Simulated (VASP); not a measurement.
A run of VASP 6.6.1 is set up as follows.

INCAR

```
PREC = Accurate
ENCUT = 520
EDIFF = 1E-6
ISMEAR = -1
SIGMA = 0.05
LREAL = F
LASPH = T
NELM = 150
ALGO = Normal
ISIF = 2
LWAVE = F
LCHARG = F
LMAXMIX = 4
LDAU = T
LDAUTYPE = 2
LDAUL = 2 -1
LDAUU = 5 0
LDAUJ = 0 0
LDAUPRINT = 1
GGA = PE
NBANDS = 25
```

File KPOINTS:

```
regular mesh
0
Gamma
  9 9 5
```

POSCAR

```
CuO
1.0
    3.2880244300      0.0000000000      0.0000000000
   -1.6440122100      2.8475126800      0.0000000000
    0.0000000000      0.0000000000      5.3850248600
Cu O
2 2
Direct
    0.6666666667      0.3333333333      0.0000000000
    0.3333333333      0.6666666667      0.5000000000
    0.6666666667      0.3333333333      0.6252000000
    0.3333333333      0.6666666667      0.1252000000
```

Potentials or basis: VASP PAW PBE potentials, release 64 (Cu, O).

Command:

```console
$ cat potpaw_PBE.64/Cu/POTCAR potpaw_PBE.64/O/POTCAR > POTCAR
$ mpirun -np 1 vasp_std > vasp.out
```

Estimate the largest force.

0.033 eV/Å.

What does it give for the band gap on the k mesh?

Zero (bands 17 and 18 overlap by 1.43 eV).

What does it give for the pressure?

-10.0 GPa.

Eigenvalues of the final occupation matrices:
```csv
site,spin,trace,eigenvalues
site 1 d,1,4.64,0.90 0.90 0.92 0.96 0.96
site 1 d,2,4.64,0.90 0.90 0.92 0.96 0.96
site 2 d,1,4.64,0.90 0.90 0.92 0.96 0.96
site 2 d,2,4.64,0.90 0.90 0.92 0.96 0.96
```

Caveat: the cell stands under tension; U without spin polarisation on a metal has little footing.
